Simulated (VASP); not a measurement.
Mg5Te2, 7 atoms in the cell. It takes space group P4/mmm (No. 123, tetragonal). The conventional cell has a = 5.199 Å, b = 5.199 Å, c = 6.239 Å, α = 90.00°, β = 90.00°, γ = 90.00°. Mg (site symmetry 2mm) has 3 Mg at 2.57 to 3.18 Å and 4 Te at 2.90 to 3.18 Å within 3.4 Å. Mg (site symmetry 4/mmm) has 8 Mg at 3.18 Å and 4 Te at 3.68 Å within 4.2 Å. Te (site symmetry 4/mmm) has 2 Te at 3.12 Å and 12 Mg at 3.18 to 3.68 Å within 4.1 Å. Within 3.8 Å of Te (site symmetry 4/mmm) lie 8 Mg at 2.90 Å and 2 Te at 3.12 Å. 

* Program: VASP 6.6.1
* Task: relaxation of cell and atoms
* Functional: PBE
* Potentials or basis: VASP PAW PBE potentials, release 64 (Mg, Te)
* Cutoff: 600 eV
* k mesh: 3 × 3 × 3
* Occupations: gaussian, width 0.2 eV
* Spin: no spin polarisation
* Dipole correction: no
* Further INCAR settings: ALGO = Normal; EDIFF = 1e-07; IBRION = 2; EDIFFG = -0.08; NSW = 36; ISIF = 3

Potentials or basis: VASP PAW PBE potentials, release 64 (Mg, Te).

Run with:

```bash
$ cat potpaw_PBE.64/Mg/POTCAR potpaw_PBE.64/Te/POTCAR > POTCAR
$ mpirun -np 1 vasp_std > vasp.out
```

Hardware: 1 thread of Intel(R) Xeon(R) 6975P-C (Granite Rapids), on a shared host.

Estimate the wall time of this run.

Run time: 2.8 min on 1 thread of Intel(R) Xeon(R) 6975P-C (Granite Rapids), with other jobs on the host, peak memory 0.29 GiB. Counts: scf iterations 151, k points 6, ion steps 14.
